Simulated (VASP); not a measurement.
# Cu (Fm-3m) in VASP: single point with PBEsol

Aim: the single point of Cu with PBEsol.

All numbers are computed with VASP 6.6.1; they aren't measurements. Logs are shortened: lines on timing, memory, paths and dates and some standing lists are left out, and cuts for length are marked.

**1. The cell of the first run**

The structure is cubic, space group Fm-3m (No. 225). Conventional cell: a = 3.630 Å, b = 3.630 Å, c = 3.630 Å, α = 90.00°, β = 90.00°, γ = 90.00°. Within 3.4 Å of Cu (site symmetry m-3m) lie 12 Cu at 2.57 Å.

**2. Single point, PBEsol**

The input, POSCAR:

```
Cu
1.0
    0.0000000000      1.8148374156      1.8148374156
    1.8148374156      0.0000000000      1.8148374156
    1.8148374156      1.8148374156      0.0000000000
Cu
1
Direct
    0.5000000000      0.5000000000      0.5000000000
```

The input, INCAR.step1:

```
SYSTEM = Cu
PREC = Accurate
ENCUT = 520
EDIFF = 1E-6
ISMEAR = 0
SIGMA = 0.1
LREAL = .FALSE.
LASPH = .TRUE.
NELM = 60
ALGO = Fast
ISIF = 2
LWAVE = .FALSE.
LCHARG = .TRUE.
LMAXMIX = 4
GGA = PS
NBANDS = 12
```

The input, KPOINTS.step1:

```
regular mesh
0
G
  26 26 26
  0 0 0
```

The input, INCAR.step2:

```
SYSTEM = Cu
PREC = Accurate
ENCUT = 520
EDIFF = 1E-6
ISMEAR = -5
SIGMA = 0.1
LREAL = .FALSE.
LASPH = .TRUE.
NELM = 60
ALGO = Fast
ISIF = 2
LWAVE = .FALSE.
LCHARG = .FALSE.
LMAXMIX = 4
GGA = PS
LORBIT = 11
NBANDS = 12
NEDOS = 2001
ICHARG = 11
```

The input, KPOINTS.step2:

```
regular mesh
0
G
  39 39 39
  0 0 0
```

Potentials or basis: VASP PAW PBE potentials, release 64 (Cu).

Command:

```sh
$ cat potpaw_PBE.64/Cu/POTCAR > POTCAR
$ cp INCAR.step1 INCAR
$ cp KPOINTS.step1 KPOINTS
$ mpirun -np 1 vasp_std > vasp.out
$ cp INCAR.step2 INCAR
$ cp KPOINTS.step2 KPOINTS
$ mpirun -np 1 vasp_std > vasp.out
```

OUTCAR:

```text
SYSTEM = Cu
   PREC = Accurate
   ENCUT = 520
   EDIFF = 1E-6
   ISMEAR = -5
   LREAL = .FALSE.
   LASPH = .TRUE.
   NELM = 60
   ISIF = 2
   GGA = PS
   LORBIT = 11
   ICHARG = 11

 ion  position               nearest neighbor table
   1  0.500  0.500  0.500-

  LATTYP: Found a face centered cubic cell.
 ALAT       =     3.6296748312

  Lattice vectors:

 A1 = (   0.0000000000,   1.8148374156,   1.8148374156)
 A2 = (   1.8148374156,   0.0000000000,   1.8148374156)
 A3 = (   1.8148374156,   1.8148374156,   0.0000000000)

Analysis of symmetry for initial positions (statically):
=====================================================================
 Subroutine PRICEL returns:
 Original cell was already a primitive cell.

 Routine SETGRP: Setting up the symmetry group for a
 face centered cubic supercell.

 Subroutine GETGRP returns: Found 48 space group operations
 (whereof 48 operations were pure point group operations)
 out of a pool of 48 trial point group operations.

The static configuration has the point symmetry O_h .

Analysis of symmetry for dynamics (positions and initial velocities):
=====================================================================
 Subroutine PRICEL returns:
 Original cell was already a primitive cell.

 Routine SETGRP: Setting up the symmetry group for a
 face centered cubic supercell.

 Subroutine GETGRP returns: Found 48 space group operations
 (whereof 48 operations were pure point group operations)
 out of a pool of 48 trial point group operations.

The dynamic configuration has the point symmetry O_h .

 Subroutine INISYM returns: Found 48 space group operations
 (whereof 48 operations are pure point group operations),
 and found     1 'primitive' translations

----------------------------------------------------------------------------------------

                                     Primitive cell

  volume of cell :      11.9548

  direct lattice vectors                    reciprocal lattice vectors
     0.000000000  1.814837416  1.814837416    -0.275506773  0.275506773  0.275506773
     1.814837416  0.000000000  1.814837416     0.275506773 -0.275506773  0.275506773
     1.814837416  1.814837416  0.000000000     0.275506773  0.275506773 -0.275506773

  length of vectors
     2.566567687  2.566567687  2.566567687     0.477191729  0.477191729  0.477191729

  position of ions in fractional coordinates (direct lattice)
     0.500000000  0.500000000  0.500000000

  ion indices of the primitive-cell ions
   primitive index   ion index
                 1           1

----------------------------------------------------------------------------------------

 KPOINTS: regular mesh

Automatic generation of k-mesh.
 Grid dimensions read from file:
 generate k-points for:   39   39   39

 Generating k-lattice:

  Cartesian coordinates                     Fractional coordinates (reciprocal lattice)
    -0.007064276  0.007064276  0.007064276     0.025641026  0.000000000  0.000000000
     0.007064276 -0.007064276  0.007064276     0.000000000  0.025641026  0.000000000
     0.007064276  0.007064276 -0.007064276     0.000000000  0.000000000  0.025641026

  Length of vectors
     0.012235685  0.012235685  0.012235685

  Shift w.r.t. Gamma in fractional coordinates (k-lattice)
     0.000000000  0.000000000  0.000000000

 TETIRR: Found   7810 inequivalent tetrahedra from   355914

 Subroutine IBZKPT returns following result:
 ===========================================

 Found   1540 irreducible k-points:

 Following reciprocal coordinates:
            Coordinates               Weight
  0.000000  0.000000  0.000000      1.000000
  0.025641  0.000000  0.000000      8.000000
  0.051282  0.000000  0.000000      8.000000
  0.076923  0.000000  0.000000      8.000000
  0.102564  0.000000  0.000000      8.000000
  0.128205  0.000000  0.000000      8.000000
[... 16 lines left out ...]
  0.076923  0.025641  0.000000     24.000000
  0.102564  0.025641  0.000000     24.000000
 [... further k-points ...]
   k-points           NKPTS =   1540   k-points in BZ     NKDIM =   1540   number of bands    NBANDS=     12
   number of dos      NEDOS =   2001   number of ions     NIONS =      1
   total plane-waves  NPLWV =   8000
   dimension x,y,z NGX =    20 NGY =   20 NGZ =   20
   dimension x,y,z NGXF=    40 NGYF=   40 NGZF=   40
   ions per type =               1
   NGX,Y,Z   is equivalent  to a cutoff of  12.95, 12.95, 12.95 a.u.
   NGXF,Y,Z  is equivalent  to a cutoff of  25.91, 25.91, 25.91 a.u.
 SYSTEM =  Cu
   PREC   = accura    normal or accurate (medium, high low for compatibility)
   ISTART =      0    job   : 0-new  1-cont  2-samecut
   ICHARG =     11    charge: 1-file 2-atom 10-const
   ISPIN  =      1    spin polarized calculation?
   LNONCOLLINEAR =      F non collinear calculations
   LSORBIT =      F    spin-orbit coupling
   LASPH  =      T    aspherical Exc in radial PAW
   ENCUT  =  520.0 eV  38.22 Ry    6.18 a.u.   4.77  4.77  4.77*2*pi/ulx,y,z
   NELM   =     60;   NELMIN=  2; NELMDL=  0     # of ELM steps
   EDIFF  = 0.1E-05   stopping-criterion for ELM
   LREAL  =      F    real-space projection
   EDIFFG = 0.1E-04   stopping-criterion for IOM
   NSW    =      0    number of steps for IOM
   IBRION =     -1    ionic relax: 0-MD 1-quasi-New 2-CG
   NFREE  =      0    steps in history (QN), initial steepest desc. (CG)
   ISIF   =      2    stress and relaxation
   ISYM   =      2    0-nonsym 1-usesym 2-fastsym
   POTIM  = 0.5000    time-step for ionic-motion
   TEBEG  =    0.0;   TEEND  =   0.0 temperature during run
   PSTRESS=    0.0 pullay stress
   NELECT =      11.0000    total number of electrons
   NUPDOWN=      -1.0000    fix difference up-down
   EMIN   =  10.00;   EMAX   =-10.00  energy-range for DOS
   EFERMI =   0.00;   METHOD = LEGACY
   ISMEAR =    -5;   SIGMA  =   0.10  broadening in eV -4-tet -1-fermi 0-gaus
   EFERMI_NEDOS =   21; number of points for ismear=-14 and -15
   IALGO  =     68    algorithm
   IMIX   =      4    mixing-type and parameters
     AMIX     =   0.40;   BMIX     =  1.00
     AMIX_MAG =   1.60;   BMIX_MAG =  1.00
  volume/ion in A,a.u.               =      11.95        80.68
  Fermi-wavevector in a.u.,A,eV,Ry     =   1.592299  3.009009 34.496438  2.535417
  Thomas-Fermi vector in A             =   2.690706
   LORBIT       =     11    0 simple, 1 ext, 2 COOP (PROOUT), +10 PAW based schemes
   GGA     = PS    functional components
   LHFCALC =     F    Hartree Fock is set to
   AEXX    =    0.0000 exact exchange contribution
   IVDW    =     0    specifies the selected vdW correction
   LEPSILON=     F    determine dielectric tensor
   LRPA    =     F    only Hartree local field effects (RPA)
 non-spin polarized calculation
 RMM-DIIS sequential band-by-band and
 Fermi weights with tetrahedron method with Bloechl corrections
  energy-cutoff  :      520.00
  volume of cell :       11.95
 maximum number of plane-waves:       332

 number of electron      10.9999997 magnetization

 Free energy of the ion-electron system (eV)
  ---------------------------------------------------
  ext. energy  EPLUGINS =         0.00000000
  ---------------------------------------------------
  free energy    TOTEN  =        -4.29447978 eV

  energy without entropy =       -4.29447978  energy(sigma->0) =       -4.29447978

 E-fermi :   7.2606     XC(G=0): -12.8369

 val. band max:        7.2495316605   @ k =   0.4872   0.3590   0.1026
 cond. band min:       7.2650634305   @ k =  -0.4872   0.2051   0.1026
 fundamental gap:      0.0155317700
 Fermi energy:         7.2605714181

 k-point     1 :       0.0000    0.0000    0.0000
  band No.  band energies     occupation
      1      -2.0450      2.00000
      2       4.2621      2.00000
      3       4.2621      2.00000
      4       4.2621      2.00000
      5       5.0786      2.00000
      6       5.0786      2.00000
      7      29.7363      0.00000
      8      32.2561      0.00000
      9      32.2561      0.00000
     10      32.2562      0.00000
     11      34.7249      0.00000
     12      34.7249      0.00000

 k-point     2 :       0.0256    0.0000    0.0000
  band No.  band energies     occupation
      1      -2.0213      2.00000
      2       4.2570      2.00000
      3       4.2667      2.00000
      4       4.2667      2.00000
      5       5.0767      2.00000
      6       5.0767      2.00000
      7      29.6306      0.00000
      8      31.7649      0.00000
      9      32.1651      0.00000
     10      32.1651      0.00000
     11      34.8504      0.00000
     12      34.8506      0.00000

 k-point     3 :       0.0513    0.0000    0.0000
  band No.  band energies     occupation
      1      -1.9500      2.00000
      2       4.2420      2.00000
      3       4.2802      2.00000
      4       4.2802      2.00000
      5       5.0714      2.00000
      6       5.0714      2.00000
      7      29.1872      0.00000
      8      31.0203      0.00000
      9      31.9353      0.00000
     10      31.9353      0.00000
     11      35.1825      0.00000
     12      35.1826      0.00000

 k-point     4 :       0.0769    0.0000    0.0000
  band No.  band energies     occupation
      1      -1.8317      2.00000
      2       4.2179      2.00000
      3       4.3014      2.00000
      4       4.3014      2.00000
      5       5.0637      2.00000
      6       5.0637      2.00000
      7      28.2519      0.00000
      8      30.6106      0.00000
      9      31.6391      0.00000
     10      31.6391      0.00000
     11      35.6432      0.00000
     12      35.6445      0.00000

 k-point     5 :       0.1026    0.0000    0.0000
  band No.  band energies     occupation
      1      -1.6673      2.00000
      2       4.1863      2.00000
      3       4.3283      2.00000
      4       4.3283      2.00000
      5       5.0555      2.00000
      6       5.0555      2.00000
      7      27.0340      0.00000
      8      30.4300      0.00000
      9      31.3240      0.00000
     10      31.3240      0.00000
     11      36.1711      0.00000
     12      36.1805      0.00000
[... 228 lines left out ...]
      1      -2.0133      2.00000
      2       4.2527      2.00000
      3       4.2696      2.00000
      4       4.2696      2.00000
      5       5.0701      2.00000
      6       5.0820      2.00000
      7      29.6144      0.00000
      8      31.8521      0.00000
      9      31.8521      0.00000
     10      32.1168      0.00000
     11      34.9164      0.00000
     12      35.1452      0.00000

 k-point    22 :       0.0513    0.0256    0.0000
  band No.  band energies     occupation
      1      -1.9579      2.00000
      2       4.2396      2.00000
      3       4.2804      2.00000
      4       4.2814      2.00000
      5       5.0598      2.00000
      6       5.0837      2.00000
      7      29.3426      0.00000
      8      31.1373      0.00000
      9      31.4816      0.00000
     10      32.1652      0.00000
     11      34.9614      0.00000
     12      35.5692      0.00000

 k-point    23 :       0.0769    0.0256    0.0000
  band No.  band energies     occupation
      1      -1.8553      2.00000
      2       4.2181      2.00000
      3       4.2986      2.00000
      4       4.3012      2.00000
      5       5.0469      2.00000
      6       5.0826      2.00000
      7      28.6040      0.00000
      8      30.5449      0.00000
      9      31.0986      0.00000
     10      32.1922      0.00000
     11      35.0878      0.00000
     12      36.0613      0.00000

 k-point    24 :       0.1026    0.0256    0.0000
  band No.  band energies     occupation
      1      -1.7063      2.00000
      2       4.1888      2.00000
      3       4.3234      2.00000
      4       4.3271      2.00000
      5       5.0327      2.00000
      6       5.0803      2.00000
      7      27.4663      0.00000
      8      30.2556      0.00000
      9      30.7253      0.00000
     10      32.1372      0.00000
     11      35.3099      0.00000
     12      36.6034      0.00000

 [... further k-points ...]
[... 5 lines left out ...]
  --------------------------------------------------------------------------------------
  -------------------------------------------------------------------------------------
  Total       -0.6011461     -0.6011461     -0.6011461     -0.0000000      0.0000000     -0.0000000
  in kB      -80.5651873    -80.5651873    -80.5651873     -0.0000000      0.0000000     -0.0000000
  external PRESSURE =     -80.5651873 kB  Pullay stress =       0.0000000 kB

 VOLUME and BASIS-vectors are now :
 -----------------------------------------------------------------------------
  energy-cutoff  :      520.00
  volume of cell :       11.95
      direct lattice vectors                 reciprocal lattice vectors
     0.000000000  1.814837416  1.814837416    -0.275506773  0.275506773  0.275506773
     1.814837416  0.000000000  1.814837416     0.275506773 -0.275506773  0.275506773
     1.814837416  1.814837416  0.000000000     0.275506773  0.275506773 -0.275506773

 POSITION                                       TOTAL-FORCE (eV/Angst)
 -----------------------------------------------------------------------------------
      1.81484      1.81484      1.81484         0.000000      0.000000      0.000000
 -----------------------------------------------------------------------------------
    total drift:                                0.000000      0.000000      0.000000

  FREE ENERGIE OF THE ION-ELECTRON SYSTEM (eV)
  ---------------------------------------------------
  free  energy   TOTEN  =        -4.2944797762 eV

  energy  without entropy=       -4.2944797762  energy(sigma->0) =       -4.29447978

 total charge

# of ion       s       p       d       tot
------------------------------------------
    1        0.446   0.377   9.166   9.989
```

Run time: 5.7 min. Hardware: 1 thread of Intel Xeon 8259CL, shared host; peak memory 0.32 GiB.

Results:

| Item | Value |
| --- | --- |
| Valence electrons inside the program's atomic spheres | Cu 9.99 |

Caveat: the PAW data sets were made with another functional, which shifts forces and pressure a little; tetrahedron occupations give inexact forces and stress in metals.
